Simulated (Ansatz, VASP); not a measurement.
N: VASP beside Ansatz

```
N
1.0
    -5.63607    5.63607    0.00000
     0.00000    5.63607   -5.63607
    -5.63607    0.00000   -5.63607
N
15
Direct
  0.01875 0.02737 0.92292
  0.99651 0.93984 0.54587
  0.50867 0.40663 0.03490
  0.96303 0.49688 0.50185
  0.39883 0.03451 0.02497
  0.50470 0.02910 0.52800
  0.02130 0.53334 0.02504
  0.96576 0.96667 0.09216
  0.45962 0.47111 0.57862
  0.48795 0.57114 0.94949
  0.94416 0.10798 0.47208
  0.56637 0.95852 0.98814
  0.42927 0.53512 0.43406
  0.94686 0.47797 0.98704
  0.48180 0.94382 0.47129
```

Change from the starting cell: atom 13 (N) set half-way to the vacancy, atoms relaxed in the symmetry of that start.

Alike in both runs: functional PBE; dispersion D3(BJ); k mesh 4 × 4 × 4; occupations gaussian, width 0.05 eV; no spin polarisation.

Ansatz relaxed the structure, and its values are those at the end. VASP's run is a single point on that final structure, the one shown.

|  | VASP | Ansatz |
| --- | --- | --- |
| version | VASP 6.6.1 | Ansatz 0.2.0 |
| potentials or method | VASP PAW PBE potentials, release 64 (N), cutoff 520 eV | scalar-relativistic, plane waves, PAW |
| valence electrons in the cell | 75 | 75 |

```tsv
	VASP	Ansatz	Ansatz less VASP
gap on the k mesh at the Fermi level (eV)	none	none	-
pressure (GPa)	1.7	-0.1	-1.79
rms of the force components (eV/Å)	0.974	0.002	-0.9727
```

A gap of «none» marks a metal or a gap that the smearing closes. One of these differences is far larger than is usual between the two programs; its cause wasn't traced. Ansatz's warnings: stress scf threshold loose.

Noted on VASP's run: the standard files for N, O and F lose accuracy on very short bonds.
